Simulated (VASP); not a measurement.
# Mg: single point with PBEsol

The system is Mg.

```xyz
1
Lattice="0.0000 2.2375 2.2375 2.2375 0.0000 2.2375 2.2375 2.2375 0.0000" Properties=species:S:1:pos:R:3 pbc="T T T"
Mg    0.0000    0.0000    0.0000
```

This isn't the form of Mg at room conditions, which is hcp.

```json
{
  "Program": "VASP 6.6.1",
  "Task": "single point",
  "Functional": "PBEsol",
  "Potentials or basis": "VASP PAW PBE potentials, release 64 (Mg)",
  "Cutoff": "520 eV",
  "k mesh": "10 × 10 × 10",
  "Occupations": "gaussian, width 0.1 eV",
  "Spin": "no spin polarisation"
}
```

```yaml
Pressure: 0.4 GPa
Band_gap_on_the_k_mesh: zero (bands 1 and 2 overlap by 2.13 eV)
```

Levels at points of the mesh, in eV from the Fermi level:
| k point | band 1 | band 2 | band 3 | band 4 |
| --- | --- | --- | --- | --- |
| (0.00, 0.00, 0.00) | -7.10 | 12.42 | 12.42 | 12.42 |
| (0.50, 0.00, 0.00) | -1.82 | -1.36 | 11.31 | 11.31 |
| (0.50, 0.50, 0.00) | -0.30 | 0.74 | 6.06 | 6.99 |

Run time: 5.1 s on 1 thread of Intel(R) Xeon(R) Platinum 8559C (Emerald Rapids) (shared host), peak memory 0.13 GiB.

Caveat: the PAW data sets were made with another functional, which shifts forces and pressure a little.
